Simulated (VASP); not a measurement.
# SbAsH6 (R-3) in VASP: relaxation of cell and atoms with PBEsol

Aim: the relaxation of cell and atoms of SbAsH6 with PBEsol.

Program: VASP 6.6.1. These are calculated values, not measurements. Logs are shortened: lines on timing, memory, paths and dates and some standing lists are left out, and cuts for length are marked.

### 1 The cell of the first run

Symmetry: R-3, No. 148, trigonal system. The conventional cell has a = 7.286 Å, b = 7.286 Å, c = 7.091 Å, α = 90.00°, β = 90.00°, γ = 120.00°. Sb (site symmetry -3) has 12 H at 2.78 to 2.91 Å and 2 As at 3.55 Å within 3.7 Å. Within 2.4 Å of As (site symmetry -3) lie 6 H at 1.77 Å. Within 2.4 Å of H (site symmetry 1) lie 1 As at 1.77 Å.

### 2 Relaxation of cell and atoms, PBEsol

Contents of INCAR:

```
SYSTEM = SbAsH6
ALGO = Normal
EDIFF = 1E-6
EDIFFG = -0.01
ENCUT = 600
GGA = PS
IBRION = 2
ISIF = 3
ISMEAR = -1
LASPH = .True.
LCHARG = .False.
LREAL = .False.
LWAVE = .False.
NELM = 100
NSW = 100
PREC = Accurate
SIGMA = 0.03
```

Contents of KPOINTS:

```
k-points
0
Gamma
  4 4 4
  0 0 0
```

Contents of POSCAR:

```
SbAsH6
1.0
    3.6427792800      2.1031596000      2.3636157200
   -3.6427792800      2.1031596000      2.3636157200
    0.0000000000     -4.2063192000      2.3636157200
Sb As H
1 1 6
Direct
    0.0000000000      0.0000000000      0.0000000000
    0.5000000000      0.5000000000      0.5000000000
    0.5829775400      0.2642506400      0.2194230800
    0.2642506400      0.2194230800      0.5829775400
    0.7805769200      0.4170224600      0.7357493600
    0.7357493600      0.7805769200      0.4170224600
    0.4170224600      0.7357493600      0.7805769200
    0.2194230800      0.5829775400      0.2642506400
```

Potentials or basis: VASP PAW PBE potentials, release 64 (Sb, As, H).

Command:

```bash
cat potpaw_PBE.64/Sb/POTCAR potpaw_PBE.64/As/POTCAR potpaw_PBE.64/H/POTCAR > POTCAR
mpirun -np 1 vasp_std > vasp.out
```

OUTCAR:

```text
SYSTEM = SbAsH6
   EDIFF = 1E-6
   EDIFFG = -0.01
   ENCUT = 600
   GGA = PS
   IBRION = 2
   ISIF = 3
   ISMEAR = -1
   LASPH = .True.
   LREAL = .False.
   NELM = 100
   NSW = 100
   PREC = Accurate

 ion  position               nearest neighbor table
   1  0.000  0.000  0.000-
   2  0.500  0.500  0.500-   5 1.77   8 1.77   7 1.77   3 1.77   4 1.77   6 1.77
   3  0.583  0.264  0.219-   2 1.77
   4  0.264  0.219  0.583-   2 1.77
   5  0.781  0.417  0.736-   2 1.77
   6  0.736  0.781  0.417-   2 1.77
   7  0.417  0.736  0.781-   2 1.77
   8  0.219  0.583  0.264-   2 1.77

  LATTYP: Found a trigonal (rhomboedric) cell.
 ALAT       =     4.8249145544
 COS(alpha) =    -0.1400304661

  Lattice vectors:

 A1 = (   3.6427792800,   2.1031596000,   2.3636157200)
 A2 = (  -3.6427792800,   2.1031596000,   2.3636157200)
 A3 = (   0.0000000000,  -4.2063192000,   2.3636157200)

Analysis of symmetry for initial positions (statically):
=====================================================================
 Subroutine PRICEL returns:
 Original cell was already a primitive cell.

 Routine SETGRP: Setting up the symmetry group for a
 trigonal (rhombohedral) supercell.

 Subroutine GETGRP returns: Found  6 space group operations
 (whereof  6 operations were pure point group operations)
 out of a pool of 12 trial point group operations.

The static configuration has the point symmetry S_6 .

Analysis of symmetry for dynamics (positions and initial velocities):
=====================================================================
 Subroutine PRICEL returns:
 Original cell was already a primitive cell.

 Routine SETGRP: Setting up the symmetry group for a
 trigonal (rhombohedral) supercell.

 Subroutine GETGRP returns: Found  6 space group operations
 (whereof  6 operations were pure point group operations)
 out of a pool of 12 trial point group operations.

The dynamic configuration has the point symmetry S_6 .

 Subroutine INISYM returns: Found  6 space group operations
 (whereof  6 operations are pure point group operations),
 and found     1 'primitive' translations

----------------------------------------------------------------------------------------

                                     Primitive cell

  volume of cell :     108.6509

  direct lattice vectors                    reciprocal lattice vectors
     3.642779280  2.103159600  2.363615720     0.137257836  0.079245848  0.141026873
    -3.642779280  2.103159600  2.363615720    -0.137257836  0.079245848  0.141026873
     0.000000000 -4.206319200  2.363615720     0.000000000 -0.158491697  0.141026873

  length of vectors
     4.824914554  4.824914554  4.824914557     0.212151353  0.212151353  0.212151353

  position of ions in fractional coordinates (direct lattice)
     0.000000000  0.000000000  0.000000000
     0.500000000  0.500000000  0.500000000
     0.582977540  0.264250640  0.219423080
     0.264250640  0.219423080  0.582977540
     0.780576920  0.417022460  0.735749360
     0.735749360  0.780576920  0.417022460
     0.417022460  0.735749360  0.780576920
     0.219423080  0.582977540  0.264250640

  ion indices of the primitive-cell ions
   primitive index   ion index
                 1           1
                 2           2
                 3           3
                 4           4
                 5           5
                 6           6
                 7           7
                 8           8

----------------------------------------------------------------------------------------

 KPOINTS: k-points

Automatic generation of k-mesh.
 Grid dimensions read from file:
 generate k-points for:    4    4    4

 Generating k-lattice:

  Cartesian coordinates                     Fractional coordinates (reciprocal lattice)
     0.034314459  0.019811462  0.035256718     0.250000000  0.000000000  0.000000000
    -0.034314459  0.019811462  0.035256718     0.000000000  0.250000000  0.000000000
     0.000000000 -0.039622924  0.035256718     0.000000000  0.000000000  0.250000000

  Length of vectors
     0.053037838  0.053037838  0.053037838

  Shift w.r.t. Gamma in fractional coordinates (k-lattice)
     0.000000000  0.000000000  0.000000000

 Subroutine IBZKPT returns following result:
 ===========================================

 Found     14 irreducible k-points:

 Following reciprocal coordinates:
            Coordinates               Weight
  0.000000  0.000000  0.000000      1.000000
  0.250000  0.000000  0.000000      6.000000
  0.500000  0.000000  0.000000      3.000000
  0.250000  0.250000  0.000000      6.000000
  0.500000  0.250000  0.000000      6.000000
  0.500000  0.000000 -0.250000      6.000000
 -0.250000  0.250000  0.000000      6.000000
  0.500000  0.500000  0.000000      3.000000
  0.250000  0.250000  0.250000      2.000000
  0.500000  0.250000  0.250000      6.000000
 -0.250000  0.250000  0.250000      6.000000
  0.500000  0.500000  0.250000      6.000000
 -0.250000  0.500000  0.250000      6.000000
  0.500000  0.500000  0.500000      1.000000
   k-points           NKPTS =     14   k-points in BZ     NKDIM =     14   number of bands    NBANDS=     13
   number of dos      NEDOS =    301   number of ions     NIONS =      8
   total plane-waves  NPLWV =  64000
   dimension x,y,z NGX =    40 NGY =   40 NGZ =   40
   dimension x,y,z NGXF=    80 NGYF=   80 NGZF=   80
   ions per type =               1   1   6
   NGX,Y,Z   is equivalent  to a cutoff of  13.78, 13.78, 13.78 a.u.
   NGXF,Y,Z  is equivalent  to a cutoff of  27.56, 27.56, 27.56 a.u.
 SYSTEM =  SbAsH6
   PREC   = accura    normal or accurate (medium, high low for compatibility)
   ISTART =      0    job   : 0-new  1-cont  2-samecut
   ICHARG =      2    charge: 1-file 2-atom 10-const
   ISPIN  =      1    spin polarized calculation?
   LNONCOLLINEAR =      F non collinear calculations
   LSORBIT =      F    spin-orbit coupling
   LASPH  =      T    aspherical Exc in radial PAW
   ENCUT  =  600.0 eV  44.10 Ry    6.64 a.u.   9.64  9.64  9.64*2*pi/ulx,y,z
   NELM   =    100;   NELMIN=  2; NELMDL= -5     # of ELM steps
   EDIFF  = 0.1E-05   stopping-criterion for ELM
   LREAL  =      F    real-space projection
   EDIFFG = -.1E-01   stopping-criterion for IOM
   NSW    =    100    number of steps for IOM
   IBRION =      2    ionic relax: 0-MD 1-quasi-New 2-CG
   NFREE  =      1    steps in history (QN), initial steepest desc. (CG)
   ISIF   =      3    stress and relaxation
   ISYM   =      2    0-nonsym 1-usesym 2-fastsym
   POTIM  = 0.5000    time-step for ionic-motion
   TEBEG  =    0.0;   TEEND  =   0.0 temperature during run
   PSTRESS=    0.0 pullay stress
   NELECT =      16.0000    total number of electrons
   NUPDOWN=      -1.0000    fix difference up-down
   EMIN   =  10.00;   EMAX   =-10.00  energy-range for DOS
   EFERMI =   0.00;   METHOD = LEGACY
   ISMEAR =    -1;   SIGMA  =   0.03  broadening in eV -4-tet -1-fermi 0-gaus
   EFERMI_NEDOS =   21; number of points for ismear=-14 and -15
   IALGO  =     38    algorithm
   IMIX   =      4    mixing-type and parameters
     AMIX     =   0.40;   BMIX     =  1.00
     AMIX_MAG =   1.60;   BMIX_MAG =  1.00
  volume/ion in A,a.u.               =      13.58        91.65
  Fermi-wavevector in a.u.,A,eV,Ry     =   0.864511  1.633689 10.168708  0.747379
  Thomas-Fermi vector in A             =   1.982618
   LORBIT       =      0    0 simple, 1 ext, 2 COOP (PROOUT), +10 PAW based schemes
   GGA     = PS    functional components
   LHFCALC =     F    Hartree Fock is set to
   AEXX    =    0.0000 exact exchange contribution
   IVDW    =     0    specifies the selected vdW correction
   LEPSILON=     F    determine dielectric tensor
   LRPA    =     F    only Hartree local field effects (RPA)
 conjugate gradient relaxation of ions
 non-spin polarized calculation
  energy-cutoff  :      600.00
  volume of cell :      108.65
 maximum number of plane-waves:      3657
 NGX is ok and might be reduce to    40
   NGX = 19   NGY = 19   NGZ = 19

--------------------------------------- Ionic step        1  -------------------------------------------

 number of electron      16.0000001 magnetization

 Free energy of the ion-electron system (eV)
  ---------------------------------------------------
  ext. energy  EPLUGINS =         0.00000000
  ---------------------------------------------------
  free energy    TOTEN  =       -23.84629753 eV

  energy without entropy =      -23.83533397  energy(sigma->0) =      -23.84081575

------------------------ aborting loop because EDIFF is reached ----------------------------------------

  FORCE on cell =-STRESS in cart. coord.  units (eV):
  Direction    XX          YY          ZZ          XY          YZ          ZX
  --------------------------------------------------------------------------------------
  -------------------------------------------------------------------------------------
  Total       -7.9180624     -7.9180625     -4.5492721      0.0000000      0.0000000      0.0000000
  in kB     -116.7605942   -116.7605945    -67.0840514      0.0000000      0.0000000      0.0000000
  external PRESSURE =    -100.2017467 kB  Pullay stress =       0.0000000 kB
[... 107 lines left out ...]
  FREE ENERGIE OF THE ION-ELECTRON SYSTEM (eV)
  ---------------------------------------------------
  free  energy   TOTEN  =       -24.7431772174 eV

  energy  without entropy=      -24.7302709863  energy(sigma->0) =      -24.73672410

 E-fermi :   5.3801     XC(G=0): -10.1720

 val. band max:        5.2309242461   @ k =   0.5000   0.2500   0.2500
 cond. band min:       5.4265893703   @ k =  -0.2500   0.2500   0.0000
 fundamental gap:      0.1956651242
 Fermi energy:         5.3800776693

 k-point     1 :       0.0000    0.0000    0.0000
  band No.  band energies     occupation
      1      -9.4497      2.00000
      2      -3.4111      2.00000
      3      -1.2531      2.00000
      4      -1.2531      2.00000
      5      -1.0626      2.00000
      6       2.9238      2.00000
      7       2.9238      2.00000
      8       6.5530      0.00000
      9       6.5530      0.00000
     10       7.1471      0.00000
     11       9.1600      0.00000
     12       9.7599      0.00000
     13       9.7599      0.00000
[... 193 lines left out ...]
 k-point    14 :       0.5000    0.5000    0.5000
  band No.  band energies     occupation
      1      -7.3019      2.00000
      2      -4.0343      2.00000
      3      -1.8095      2.00000
      4      -1.2718      2.00000
      5      -1.2718      2.00000
      6      -1.2117      2.00000
      7      -1.2117      2.00000
      8       2.1881      2.00000
      9      11.2336      0.00000
     10      11.5558      0.00000
     11      11.5558      0.00000
     12      12.8754      0.00000
     13      12.8754      0.00000

 E-fermi :   4.8738     XC(G=0):  -9.9205

 val. band max:        4.7918463640   @ k =  -0.2500   0.2500   0.0000
 cond. band min:       4.9104565456   @ k =   0.5000   0.2500   0.2500
 fundamental gap:      0.1186101817
 Fermi energy:         4.8737880512

 k-point     1 :       0.0000    0.0000    0.0000
  band No.  band energies     occupation
      1      -9.6799      2.00000
      2      -3.9975      2.00000
      3      -1.6742      2.00000
      4      -1.5133      2.00000
      5      -1.5133      2.00000
      6       2.5703      2.00000
      7       2.5703      2.00000
      8       5.6717      0.00000
      9       5.6717      0.00000
     10       6.4828      0.00000
     11       8.1109      0.00000
     12       9.1369      0.00000
     13       9.1369      0.00000
[... 193 lines left out ...]
 k-point    14 :       0.5000    0.5000    0.5000
  band No.  band energies     occupation
      1      -7.9322      2.00000
      2      -4.1980      2.00000
      3      -2.4286      2.00000
      4      -1.7324      2.00000
      5      -1.7324      2.00000
      6      -1.2653      2.00000
      7      -1.2653      2.00000
      8       1.9489      2.00000
      9      10.1799      0.00000
     10      10.1799      0.00000
     11      10.6454      0.00000
     12      12.3338      0.00000
     13      12.3338      0.00000

[... ionic steps 4 to 56 ...]

--------------------------------------- Ionic step       57  -------------------------------------------

 number of electron      15.9999998 magnetization

------------------------ aborting loop because EDIFF is reached ----------------------------------------

  FORCE on cell =-STRESS in cart. coord.  units (eV):
  Direction    XX          YY          ZZ          XY          YZ          ZX
  --------------------------------------------------------------------------------------
  -------------------------------------------------------------------------------------
  Total       -0.1019754     -0.1019754     -0.0799607     -0.0000000      0.0000000      0.0000000
  in kB       -1.5520148     -1.5520148     -1.2169617     -0.0000000      0.0000000      0.0000000
  external PRESSURE =      -1.4403304 kB  Pullay stress =       0.0000000 kB
[... 69 lines left out ...]
  energy  without entropy=      -26.0212200185  energy(sigma->0) =      -26.02840515

--------------------------------------- Ionic step       59  -------------------------------------------

 number of electron      15.9999998 magnetization

 Free energy of the ion-electron system (eV)
  ---------------------------------------------------
  ext. energy  EPLUGINS =         0.00000000
  ---------------------------------------------------
  free energy    TOTEN  =       -26.03567890 eV

  energy without entropy =      -26.02108711  energy(sigma->0) =      -26.02838301

 E-fermi :   2.1789     XC(G=0):  -7.9338

 val. band max:        2.1690687262   @ k =   0.5000   0.5000   0.0000
 cond. band min:       2.1916944969   @ k =  -0.2500   0.5000   0.2500
 fundamental gap:      0.0226257707
 Fermi energy:         2.1789166164

 k-point     1 :       0.0000    0.0000    0.0000
  band No.  band energies     occupation
      1     -11.0746      2.00000
      2      -6.9209      2.00000
      3      -4.6034      2.00000
      4      -4.6034      2.00000
      5      -3.4152      2.00000
      6      -0.0509      2.00000
      7      -0.0509      2.00000
      8       1.7605      2.00000
      9       1.8660      1.99994
     10       1.8660      1.99994
     11       5.1265      0.00000
     12       5.4323      0.00000
     13       5.4323      0.00000
[... 241 lines left out ...]
  FREE ENERGIE OF THE ION-ELECTRON SYSTEM (eV)
  ---------------------------------------------------
  free  energy   TOTEN  =       -26.0356789037 eV

  energy  without entropy=      -26.0210871129  energy(sigma->0) =      -26.02838301

 reached required accuracy - stopping structural energy minimisation
```

It took 8.2 min on 1 thread of Intel Xeon 6975P-C (Granite Rapids), shared host; peak memory 0.27 GiB.

Results:

```yaml
Free_energy: -26.0357 eV
Relaxed_volume: 13.14 Å³/atom
Relaxed_cell: a = 5.030 Å, b = 5.030 Å, c = 5.030 Å, α = 67.95°, β = 67.95°, γ = 67.95°
Space_group_after_relaxing_to_0.1_Å: R-3m (No. 166)
Energy_gained_by_relaxing: 273.7 meV/atom
Ionic_steps: 59
Pressure_after_relaxing: 0.0 GPa
Largest_force_after_relaxing: 0.007 eV/Å
Band_gap_on_the_k_mesh: zero (bands 8 and 9 overlap by 0.43 eV)
```

Forces in eV/Å, atoms in the order of the input:
```
Sb   0.000  0.000  0.000
As   0.000  0.000  0.000
H   -0.003 -0.001 -0.006
H    0.001  0.003 -0.006
H   -0.002  0.003  0.006
H   -0.001 -0.003  0.006
H    0.003  0.001  0.006
H    0.002 -0.003 -0.006
```

Step by step:
| step | energy change (eV) | largest force (eV/Å) | pressure (GPa) | volume (Å³) |
| --- | --- | --- | --- | --- |
| 1 | 0.0000 | 0.3225 | -10.02 | 108.65 |
| 3 | -0.8969 | 0.8043 | -1.52 | 88.30 |
| 5 | -1.2505 | 0.7676 | 0.05 | 81.99 |
| 7 | -1.5880 | 0.4323 | 3.39 | 73.61 |
| 9 | -1.6503 | 0.1458 | -1.28 | 76.50 |
| 11 | -1.6620 | 0.1006 | -0.19 | 75.62 |
| 13 | -1.6752 | 0.0549 | 0.22 | 75.51 |
| 15 | -1.7247 | 0.0567 | 1.58 | 76.08 |
| 17 | -1.7533 | 0.0847 | 4.04 | 76.54 |
| 19 | -1.7561 | 0.0867 | 4.06 | 76.70 |
| 21 | -1.7676 | 0.1002 | 4.21 | 77.42 |
| 23 | -1.8262 | 0.2287 | 5.08 | 80.23 |
| 25 | -1.8746 | 0.5100 | 5.34 | 85.35 |
| 27 | -1.9360 | 0.5085 | 3.07 | 90.35 |
| 29 | -2.0263 | 0.1195 | -1.21 | 94.37 |
| 31 | -2.0361 | 0.0624 | -0.26 | 93.35 |
| 33 | -2.0531 | 0.0444 | 0.36 | 93.05 |
| 35 | -2.0645 | 0.1120 | 1.15 | 93.15 |
| 37 | -2.0773 | 0.2164 | -0.34 | 98.25 |
| 39 | -2.0903 | 0.1312 | 0.07 | 97.17 |
| 41 | -2.1065 | 0.0985 | 0.00 | 98.78 |
| 43 | -2.1535 | 0.1184 | -0.08 | 101.44 |
| 45 | -2.1550 | 0.1648 | -0.07 | 102.36 |
| 47 | -2.1743 | 0.0680 | 0.00 | 103.28 |
| 49 | -2.1775 | 0.0537 | 0.02 | 103.65 |
| 51 | -2.1783 | 0.0553 | 0.04 | 103.86 |
| 53 | -2.1866 | 0.0240 | 0.12 | 104.29 |
| 55 | -2.1882 | 0.0300 | 0.17 | 104.57 |
| 57 | -2.1890 | 0.0188 | -0.14 | 105.27 |
| 59 | -2.1894 | 0.0072 | -0.01 | 105.16 |

Final structure:
```
Sb As H
1.0
     2.81073    1.62278    3.84238
    -2.81073    1.62278    3.84238
     0.00000   -3.24556    3.84238
Sb As H
1 1 6
Direct
  0.00000 0.00000 0.00000
  0.50000 0.50000 0.50000
  0.72785 0.26581 0.26707
  0.26581 0.26707 0.72785
  0.73293 0.27215 0.73419
  0.73419 0.73293 0.27215
  0.27215 0.73419 0.73293
  0.26707 0.72785 0.26581
```

Caveat: semilocal functionals underestimate gaps, and a narrow one can read as zero; the PAW data sets were made with another functional, which shifts forces and pressure a little; spin-orbit coupling is left out, which moves the levels of the heavy elements.

The gap in the log of VASP goes by the Fermi energy; the results here count the filled bands.